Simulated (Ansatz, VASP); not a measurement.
Si in VASP and in Ansatz

```
Si
1.0
     3.86194    0.00000    0.00000
    -1.93097    3.34454    0.00000
     0.00000    0.00000   18.98947
Si
12
Cartesian
  0.0000 0.0000 15.4350
  0.0000 0.0000 5.9402
  0.0000 2.2297 18.5943
  1.9310 1.1148 9.0996
  0.0000 2.2297 12.2556
  1.9310 1.1148 2.7609
  0.0000 0.0000 13.0492
  0.0000 0.0000 3.5545
  0.0000 2.2297 16.2286
  1.9310 1.1148 6.7339
  0.0000 2.2297 9.8899
  1.9310 1.1148 0.3952
```

Alike in both runs: functional PBE; k mesh 12 × 12 × 2; occupations gaussian, width 0.02 eV; no spin polarisation.

Ansatz relaxed the structure, and its values are those at the end. VASP's run is a single point on that final structure, the one shown.

|  | VASP | Ansatz |
| --- | --- | --- |
| version | VASP 6.6.1 | Ansatz 0.2.0 |
| potentials or method | VASP PAW PBE potentials, release 64 (Si), cutoff 520 eV | scalar-relativistic, plane waves, PAW |
| valence electrons in the cell | 48 | 48 |

```tsv
	VASP	Ansatz	Ansatz less VASP
gap on the k mesh at the Fermi level (eV)	0.61	0.60	-0.002
least direct gap on the mesh (eV)	1.29	1.29	-0.005
pressure (GPa)	-0.1	0.0	+0.08
```

The functional is the same, so the differences come from potentials, cutoffs and numerics.
